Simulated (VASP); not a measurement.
Here is a VASP 6.6.1 calculation.

INCAR

```
PREC = Accurate
ENCUT = 600
EDIFF = 1E-7
ISMEAR = 0
SIGMA = 0.1
LREAL = False
LASPH = True
NELM = 60
ALGO = Fast
ISIF = 4
LWAVE = False
LCHARG = False
IBRION = 2
NSW = 50
EDIFFG = -0.01
```

KPOINTS

```
Automatic mesh
0
Gamma
  16 16 16
```

File POSCAR:

```
Sn
1.0
   -2.9786644111      2.9786644111      1.6069911810
    2.9786644111     -2.9786644111      1.6069911810
    2.9786644111      2.9786644111     -1.6069911810
Sn
2
Direct
    0.0000000000      0.0000000000      0.0000000000
    0.7500000000      0.2500000000      0.5000000000
```

Potentials or basis: VASP PAW LDA potentials, release 64 (Sn_d).

Run with:

```bash
$ cat potpaw_LDA.64/Sn_d/POTCAR > POTCAR
$ mpirun -np 1 vasp_std > vasp.out
```

Task: Estimate the band gap on the k mesh.

Result: Zero (bands 14 and 15 overlap by 3.92 eV).

Final structure:
```
CELL_PARAMETERS angstrom
-2.97790 2.97790 1.60781
2.97790 -2.97790 1.60781
2.97790 2.97790 -1.60781
ATOMIC_POSITIONS crystal
Sn 0.00000 0.00000 0.00000
Sn 0.75000 0.25000 0.50000
```

Caveat: spin-orbit coupling is left out, which moves the levels of the heavy elements.
